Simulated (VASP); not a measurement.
Write the native input for VASP 6.6.1 that does the following.

```
Task                   : single point
Functional             : LDA
Potentials or basis    : VASP PAW LDA potentials, release 64 (Mg, S)
Cutoff                 : 600 eV
k mesh                 : 6 × 6 × 6
Occupations            : gaussian, width 0.01 eV
Spin                   : no spin polarisation
Dipole correction      : no
Further INCAR settings : ALGO = Normal; EDIFF = 1e-06; NBANDS = 11
```

The structure of MgS (lda) lies in POSCAR:

```
MgS
1.0
    0.0000000000      2.7969294923      2.7969294923
    2.7969294923      0.0000000000      2.7969294923
    2.7969294923      2.7969294923      0.0000000000
Mg S
1 1
Direct
    0.0000000000      0.0000000000      0.0000000000
    0.2500000000      0.2500000000      0.2500000000
```

These files were run (other wordings do the same):

INCAR

```
SYSTEM = MgS
  ALGO = Normal
  EDIFF = 1E-6
  ENCUT = 600
  GGA = CA
  GGA_COMPAT = .False.
  ISIF = 2
  ISMEAR = 0
  LASPH = .True.
  LCHARG = .False.
  LREAL = .False.
  LWAVE = .False.
  NBANDS = 11
  NELM = 120
  PREC = Accurate
  SIGMA = 0.01
```

KPOINTS

```
k-points
0
Gamma
  6 6 6
  0 0 0
```

Potentials or basis: VASP PAW LDA potentials, release 64 (Mg, S).

Command:

```sh
$ cat potpaw_LDA.64/Mg/POTCAR potpaw_LDA.64/S/POTCAR > POTCAR
$ mpirun -np 1 vasp_std > vasp.out
```

Results of the run:

| Item | Value |
| --- | --- |
| Pressure | -0.3 GPa |
| Band gap on the k mesh | 3.38 eV, direct |

It took 3 s on 1 thread of Intel(R) Xeon(R) 6975P-C (Granite Rapids) (shared host), peak memory 0.15 GiB.
